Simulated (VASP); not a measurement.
# BN (P6_3mc) in VASP: a series of runs

Runs on BN. Level: LDA. Tasks: single point.

All numbers are computed with VASP 6.6.1; they aren't measurements. Logs are shortened: lines on timing, memory, paths and dates and some standing lists are left out, and cuts for length are marked.

## Step 1: The cell of the first run

Symmetry: P6_3mc, No. 186, hexagonal system. The conventional cell has a = 2.430 Å, b = 2.430 Å, c = 4.024 Å, α = 90.00°, β = 90.00°, γ = 120.00°. Within 2.0 Å of B (site symmetry 3m) lie 4 N at 1.49 to 1.51 Å. Within 2.0 Å of N (site symmetry 3m) lie 4 B at 1.49 to 1.51 Å.

## Step 2: Single point, LDA

Input file INCAR:

```
ALGO     = Normal         # electronic algorithm
EDIFF    = 1E-6           # SCF threshold, eV
ENCUT    = 600            # plane-wave cutoff, eV
GGA      = CA             # functional
GGA_COMPAT= F            
ISIF     = 2              # what is computed and relaxed
ISMEAR   = 0              # smearing method
LASPH    = T              # aspherical terms in the spheres
LCHARG   = F              # write CHGCAR
LREAL    = F              # projectors in reciprocal space
LWAVE    = F              # write WAVECAR
NBANDS   = 16             # bands
NELM     = 120            # most SCF steps
PREC     = Accurate       # precision mode
SIGMA    = 0.01           # smearing width, eV
```

Input file KPOINTS:

```
k-points
0
Gamma
  10 10 5
```

Input file POSCAR:

```
BN
1.0
    2.4302081515      0.0000000000      0.0000000000
   -1.2151040758      2.1046215894      0.0000000000
    0.0000000000      0.0000000000      4.0238343960
B N
2 2
Direct
    0.6666666667      0.3333333333      0.0000000000
    0.3333333333      0.6666666667      0.5000000000
    0.6666666667      0.3333333333      0.3750000000
    0.3333333333      0.6666666667      0.8750000000
```

Potentials or basis: VASP PAW LDA potentials, release 64 (B, N).

On the command line:

```
$ cat potpaw_LDA.64/B/POTCAR potpaw_LDA.64/N/POTCAR > POTCAR
$ mpirun -np 1 vasp_std > vasp.out
```

OUTCAR:

```text
EDIFF = 1E-6
   ENCUT = 600
   GGA = CA
   ISIF = 2
   ISMEAR = 0
   LASPH = T
   LREAL = F
   NELM = 120
   PREC = Accurate

 ion  position               nearest neighbor table
   1  0.667  0.333  0.000-   4 1.49   4 1.49   4 1.49   3 1.51
   2  0.333  0.667  0.500-   3 1.49   3 1.49   3 1.49   4 1.51
   3  0.667  0.333  0.375-   2 1.49   2 1.49   2 1.49   1 1.51
   4  0.333  0.667  0.875-   1 1.49   1 1.49   1 1.49   2 1.51

  LATTYP: Found a hexagonal cell.
 ALAT       =     2.4302081515
 C/A-ratio  =     1.6557570978

  Lattice vectors:

 A1 = (   2.4302081515,   0.0000000000,   0.0000000000)
 A2 = (  -1.2151040758,   2.1046215894,   0.0000000000)
 A3 = (   0.0000000000,   0.0000000000,   4.0238343960)

Analysis of symmetry for initial positions (statically):
=====================================================================
 Subroutine PRICEL returns:
 Original cell was already a primitive cell.

 Routine SETGRP: Setting up the symmetry group for a
 hexagonal supercell.

 Subroutine GETGRP returns: Found 12 space group operations
 (whereof  6 operations were pure point group operations)
 out of a pool of 24 trial point group operations.

The static configuration has the point symmetry C_3v.
 The point group associated with its full space group is C_6v.

Analysis of symmetry for dynamics (positions and initial velocities):
=====================================================================
 Subroutine PRICEL returns:
 Original cell was already a primitive cell.

 Routine SETGRP: Setting up the symmetry group for a
 hexagonal supercell.

 Subroutine GETGRP returns: Found 12 space group operations
 (whereof  6 operations were pure point group operations)
 out of a pool of 24 trial point group operations.

The dynamic configuration has the point symmetry C_3v.
 The point group associated with its full space group is C_6v.

 Subroutine INISYM returns: Found 12 space group operations
 (whereof  6 operations are pure point group operations),
 and found     1 'primitive' translations

----------------------------------------------------------------------------------------

                                     Primitive cell

  volume of cell :      20.5806

  direct lattice vectors                    reciprocal lattice vectors
     2.430208152  0.000000000  0.000000000     0.411487386  0.237572399  0.000000000
    -1.215104076  2.104621589  0.000000000     0.000000000  0.475144798  0.000000000
     0.000000000  0.000000000  4.023834396     0.000000000  0.000000000  0.248519174

  length of vectors
     2.430208152  2.430207800  4.023834396     0.475144729  0.475144798  0.248519174

  position of ions in fractional coordinates (direct lattice)
     0.666666667  0.333333333  0.000000000
     0.333333333  0.666666667  0.500000000
     0.666666667  0.333333333  0.375000000
     0.333333333  0.666666667  0.875000000

  ion indices of the primitive-cell ions
   primitive index   ion index
                 1           1
                 2           2
                 3           3
                 4           4

----------------------------------------------------------------------------------------

 KPOINTS: k-points

Automatic generation of k-mesh.
 Grid dimensions read from file:
 generate k-points for:   10   10    5

 Generating k-lattice:

  Cartesian coordinates                     Fractional coordinates (reciprocal lattice)
     0.041148739  0.023757240  0.000000000     0.100000000  0.000000000  0.000000000
     0.000000000  0.047514480  0.000000000     0.000000000  0.100000000  0.000000000
     0.000000000  0.000000000  0.049703835     0.000000000  0.000000000  0.200000000

  Length of vectors
     0.047514473  0.047514480  0.049703835

  Shift w.r.t. Gamma in fractional coordinates (k-lattice)
     0.000000000  0.000000000  0.000000000

 Subroutine IBZKPT returns following result:
 ===========================================

 Found     42 irreducible k-points:

 Following reciprocal coordinates:
            Coordinates               Weight
  0.000000  0.000000  0.000000      1.000000
  0.100000 -0.000000  0.000000      6.000000
  0.200000 -0.000000  0.000000      6.000000
  0.300000 -0.000000  0.000000      6.000000
  0.400000 -0.000000  0.000000      6.000000
  0.500000 -0.000000  0.000000      3.000000
[... 16 lines left out ...]
  0.300000  0.100000  0.200000     24.000000
  0.400000  0.100000  0.200000     24.000000
 [... further k-points ...]
   k-points           NKPTS =     42   k-points in BZ     NKDIM =     42   number of bands    NBANDS=     16
   number of dos      NEDOS =    301   number of ions     NIONS =      4
   total plane-waves  NPLWV =  12800
   dimension x,y,z NGX =    20 NGY =   20 NGZ =   32
   dimension x,y,z NGXF=    40 NGYF=   40 NGZF=   64
   ions per type =               2   2
   NGX,Y,Z   is equivalent  to a cutoff of  13.68, 13.68, 13.22 a.u.
   NGXF,Y,Z  is equivalent  to a cutoff of  27.36, 27.36, 26.44 a.u.
 SYSTEM =  unknown system
   PREC   = accura    normal or accurate (medium, high low for compatibility)
   ISTART =      0    job   : 0-new  1-cont  2-samecut
   ICHARG =      2    charge: 1-file 2-atom 10-const
   ISPIN  =      1    spin polarized calculation?
   LNONCOLLINEAR =      F non collinear calculations
   LSORBIT =      F    spin-orbit coupling
   LASPH  =      T    aspherical Exc in radial PAW
   ENCUT  =  600.0 eV  44.10 Ry    6.64 a.u.   4.85  4.85  8.04*2*pi/ulx,y,z
   NELM   =    120;   NELMIN=  2; NELMDL= -5     # of ELM steps
   EDIFF  = 0.1E-05   stopping-criterion for ELM
   LREAL  =      F    real-space projection
   EDIFFG = 0.1E-04   stopping-criterion for IOM
   NSW    =      0    number of steps for IOM
   IBRION =     -1    ionic relax: 0-MD 1-quasi-New 2-CG
   NFREE  =      0    steps in history (QN), initial steepest desc. (CG)
   ISIF   =      2    stress and relaxation
   ISYM   =      2    0-nonsym 1-usesym 2-fastsym
   POTIM  = 0.5000    time-step for ionic-motion
   TEBEG  =    0.0;   TEEND  =   0.0 temperature during run
   PSTRESS=    0.0 pullay stress
   NELECT =      16.0000    total number of electrons
   NUPDOWN=      -1.0000    fix difference up-down
   EMIN   =  10.00;   EMAX   =-10.00  energy-range for DOS
   EFERMI =   0.00;   METHOD = LEGACY
   ISMEAR =     0;   SIGMA  =   0.01  broadening in eV -4-tet -1-fermi 0-gaus
   EFERMI_NEDOS =   21; number of points for ismear=-14 and -15
   IALGO  =     38    algorithm
   IMIX   =      4    mixing-type and parameters
     AMIX     =   0.40;   BMIX     =  1.00
     AMIX_MAG =   1.60;   BMIX_MAG =  1.00
  volume/ion in A,a.u.               =       5.15        34.72
  Fermi-wavevector in a.u.,A,eV,Ry     =   1.505320  2.844643 30.830661  2.265990
  Thomas-Fermi vector in A             =   2.616185
   LORBIT       =      0    0 simple, 1 ext, 2 COOP (PROOUT), +10 PAW based schemes
   GGA     = CA    functional components
   LHFCALC =     F    Hartree Fock is set to
   AEXX    =    0.0000 exact exchange contribution
   IVDW    =     0    specifies the selected vdW correction
   LEPSILON=     F    determine dielectric tensor
   LRPA    =     F    only Hartree local field effects (RPA)
 non-spin polarized calculation
 Gauss-broadening in eV      SIGMA  =   0.01
  energy-cutoff  :      600.00
  volume of cell :       20.58
 maximum number of plane-waves:       701
 NGX is ok and might be reduce to    20
   NGX =  9   NGY =  9   NGZ = 17

 number of electron      15.9999999 magnetization

 Free energy of the ion-electron system (eV)
  ---------------------------------------------------
  ext. energy  EPLUGINS =         0.00000000
  ---------------------------------------------------
  free energy    TOTEN  =       -38.35226579 eV

  energy without entropy =      -38.35226579  energy(sigma->0) =      -38.35226579

 E-fermi :   9.5693     XC(G=0): -13.7724

 val. band max:        9.3976655585   @ k =   0.0000   0.0000   0.0000
 cond. band min:      14.3505016149   @ k =   0.3000   0.3000   0.0000
 fundamental gap:      4.9528360564
 Fermi energy:         9.5693296350

 k-point     1 :       0.0000    0.0000    0.0000
  band No.  band energies     occupation
      1     -12.5237      2.00000
      2      -7.6442      2.00000
      3      -2.9245      2.00000
      4       6.9604      2.00000
      5       6.9604      2.00000
      6       9.0953      2.00000
[... 8 lines left out ...]
     15      22.4754      0.00000
     16      27.1790      0.00000

 k-point     2 :       0.1000   -0.0000    0.0000
  band No.  band energies     occupation
      1     -12.2811      2.00000
      2      -7.4512      2.00000
      3      -2.6894      2.00000
      4       5.9130      2.00000
      5       6.4938      2.00000
      6       8.5521      2.00000
[... 8 lines left out ...]
     15      23.2956      0.00000
     16      26.6979      0.00000

 k-point     3 :       0.2000   -0.0000    0.0000
  band No.  band energies     occupation
      1     -11.5616      2.00000
      2      -6.9078      2.00000
      3      -1.9976      2.00000
      4       3.5373      2.00000
      5       5.5026      2.00000
      6       6.5507      2.00000
[... 8 lines left out ...]
     15      24.7701      0.00000
     16      25.8272      0.00000

 k-point     4 :       0.3000   -0.0000    0.0000
  band No.  band energies     occupation
      1     -10.3983      2.00000
      2      -6.1802      2.00000
      3      -0.9298      2.00000
      4       1.0117      2.00000
      5       4.1884      2.00000
      6       4.5393      2.00000
[... 8 lines left out ...]
     15      26.8828      0.00000
     16      27.2973      0.00000
[... 324 lines left out ...]
 k-point    22 :       0.2000    0.1000    0.2000
  band No.  band energies     occupation
      1     -10.6029      2.00000
      2      -7.2597      2.00000
      3      -0.2212      2.00000
      4       2.5868      2.00000
      5       3.9573      2.00000
      6       5.1313      2.00000
[... 8 lines left out ...]
     15      25.5786      0.00000
     16      26.7940      0.00000

 k-point    23 :       0.3000    0.1000    0.2000
  band No.  band energies     occupation
      1      -9.2744      2.00000
      2      -6.3918      2.00000
      3      -0.5187      2.00000
      4       1.5337      2.00000
      5       2.2725      2.00000
      6       3.7992      2.00000
[... 8 lines left out ...]
     15      26.7466      0.00000
     16      27.7846      0.00000

 k-point    24 :       0.4000    0.1000    0.2000
  band No.  band energies     occupation
      1      -7.7915      2.00000
      2      -6.1724      2.00000
      3      -1.4885      2.00000
      4       0.3404      2.00000
      5       2.4656      2.00000
      6       3.4355      2.00000
[... 8 lines left out ...]
     15      27.7533      0.00000
     16      28.5626      0.00000

 [... further k-points ...]

------------------------ aborting loop because EDIFF is reached ----------------------------------------

  FORCE on cell =-STRESS in cart. coord.  units (eV):
  Direction    XX          YY          ZZ          XY          YZ          ZX
  --------------------------------------------------------------------------------------
  -------------------------------------------------------------------------------------
  Total        7.2673490      7.2673462      7.2071960     -0.0000000      0.0000000     -0.0000000
  in kB      565.7557857    565.7555672    561.0729406     -0.0000000      0.0000000     -0.0000000
  external PRESSURE =     564.1947645 kB  Pullay stress =       0.0000000 kB

 VOLUME and BASIS-vectors are now :
 -----------------------------------------------------------------------------
  energy-cutoff  :      600.00
  volume of cell :       20.58
      direct lattice vectors                 reciprocal lattice vectors
     2.430208152  0.000000000  0.000000000     0.411487386  0.237572399  0.000000000
    -1.215104076  2.104621589  0.000000000     0.000000000  0.475144798  0.000000000
     0.000000000  0.000000000  4.023834396     0.000000000  0.000000000  0.248519174

 POSITION                                       TOTAL-FORCE (eV/Angst)
 -----------------------------------------------------------------------------------
      1.21510      0.70154      0.00000         0.000000     -0.000000      0.183769
     -0.00000      1.40308      2.01192        -0.000000     -0.000000      0.183769
      1.21510      0.70154      1.50894        -0.000000     -0.000000     -0.183769
     -0.00000      1.40308      3.52086         0.000000      0.000000     -0.183769
 -----------------------------------------------------------------------------------
    total drift:                               -0.000000     -0.000000     -0.000710

  FREE ENERGIE OF THE ION-ELECTRON SYSTEM (eV)
  ---------------------------------------------------
  free  energy   TOTEN  =       -38.3522657932 eV

  energy  without entropy=      -38.3522657932  energy(sigma->0) =      -38.35226579
```

It took 12 s on 1 thread of Intel Xeon Platinum 8259CL at 2.50GHz (Skylake/Cascade Lake), shared host; peak memory 0.12 GiB.

Results:

```yaml
Free_energy: -38.3523 eV
Pressure: 56.4 GPa
Largest_force: 0.184 eV/Å
Band_gap_on_the_k_mesh: 4.95 eV (least direct gap 8.82 eV)
```

Forces on the atoms (eV/Å):
```
B    0.000  0.000  0.184
B    0.000  0.000  0.184
N    0.000  0.000 -0.184
N    0.000  0.000 -0.184
```

Levels at points of the mesh, in eV from the valence-band top:
| k point | band 6 | band 7 | band 8 | band 9 | band 10 | band 11 |
| --- | --- | --- | --- | --- | --- | --- |
| (0.00, 0.00, 0.00) | -0.30 | 0.00 | 0.00 | 8.82 | 8.82 | 9.17 |
| (0.50, 0.00, 0.00) | -5.74 | -5.17 | -2.44 | 7.14 | 8.24 | 11.25 |

Caveat: the cell stands under pressure; an odd mesh through Γ misses points on the zone boundary, where band edges can lie.

(Continued in part 2 of 2.)
